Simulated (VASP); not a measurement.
Here is a VASP 6.6.1 calculation.

The input INCAR:

```
SYSTEM = SnO2
  PREC = Accurate
  ENCUT = 520
  EDIFF = 1E-7
  ISMEAR = -1
  SIGMA = 0.05
  LREAL = .FALSE.
  LASPH = .TRUE.
  NELM = 60
  ALGO = Normal
  ISIF = 2
  LWAVE = .FALSE.
  LCHARG = .TRUE.
  GGA = PE
  IVDW = 13
  LELF = .TRUE.
  LVHAR = .TRUE.
  NBANDS = 64
```

KPOINTS

```
regular mesh
0
G
  5 5 5
  0 0 0
```

File POSCAR:

```
SnO2
1.0
    5.1370979086      0.0000000000      0.0000000000
    0.0000000000      5.1370979086      0.0000000000
    0.0000000000      0.0000000000      5.1370979086
Sn O
4 8
Direct
    0.0000000000      0.0000000000      0.0000000000
    0.5000000000      0.0000000000      0.5000000000
    0.5000000000      0.5000000000      0.0000000000
    0.0000000000      0.5000000000      0.5000000000
    0.6601689372      0.8398310628      0.1601689372
    0.8398310628      0.1601689372      0.6601689372
    0.1601689372      0.6601689372      0.8398310628
    0.3398310628      0.3398310628      0.3398310628
    0.6601689372      0.6601689372      0.6601689372
    0.8398310628      0.3398310628      0.1601689372
    0.1601689372      0.8398310628      0.3398310628
    0.3398310628      0.1601689372      0.8398310628
```

Potentials or basis: VASP PAW PBE potentials, release 64 (Sn_d, O).

Run with:

```bash
$ cat potpaw_PBE.64/Sn_d/POTCAR potpaw_PBE.64/O/POTCAR > POTCAR
$ mpirun -np 1 vasp_std > vasp.out
```

Task: Predict the dispersion energy per atom.

Result: -0.284 eV.

Task: What does it give for the pressure?

Result: 0.6 GPa.

Task: Predict the band gap on the k mesh.

Result: 0.77 eV (least direct gap 0.83 eV).

Caveat: semilocal functionals underestimate gaps, and a narrow one can read as zero; spin-orbit coupling is left out, which moves the levels of the heavy elements; an odd mesh through Γ misses points on the zone boundary, where band edges can lie.
